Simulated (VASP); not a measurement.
# Yb: single point with revPBE

Crystal: Yb.

```
CELL_PARAMETERS angstrom
0.00000 4.25181 4.25181
4.25181 0.00000 4.25181
4.25181 4.25181 0.00000
ATOMIC_POSITIONS crystal
Yb 0.12500 0.12500 0.12500
Yb 0.87500 0.87500 0.87500
```

This cell differs from its parent crystal: volume scaled by 0.88.

- Program: VASP 6.6.1
- Task: single point
- Functional: revPBE
- Potentials or basis: VASP PAW PBE potentials, release 64 (Yb)
- Cutoff: 520 eV
- k mesh: 7 × 7 × 7
- Occupations: fermi-dirac, width 0.1 eV
- Spin: no spin polarisation
- Dipole correction: no
- Further INCAR settings: ALGO = Normal; EDIFF = 1e-06; NBANDS = 31

- Pressure: 0.3 GPa
- Band gap on the k mesh: zero (band 24 reaches 0.59 eV, above the bottom of band 25 at -0.48 eV)

Levels at points of the mesh, in eV from the Fermi level:
```
           k point  band 20  band 21  band 22  band 23  band 24  band 25  band 26  band 27  band 28  band 29
(0.00, 0.00, 0.00)    -0.52    -0.52    -0.52    -0.52     0.95     0.95     0.95     1.16     1.16     1.83
```

Run time: 3.7 min on 1 thread of Intel(R) Xeon(R) Platinum 8488C (Sapphire Rapids), with other jobs on the host, peak memory 0.36 GiB.

Caveat: the PAW data sets were made with another functional, which shifts forces and pressure a little; spin-orbit coupling is left out, which moves the levels of the heavy elements. Spin polarisation is off, so any magnetic state and its effect on volume and gap are missing.
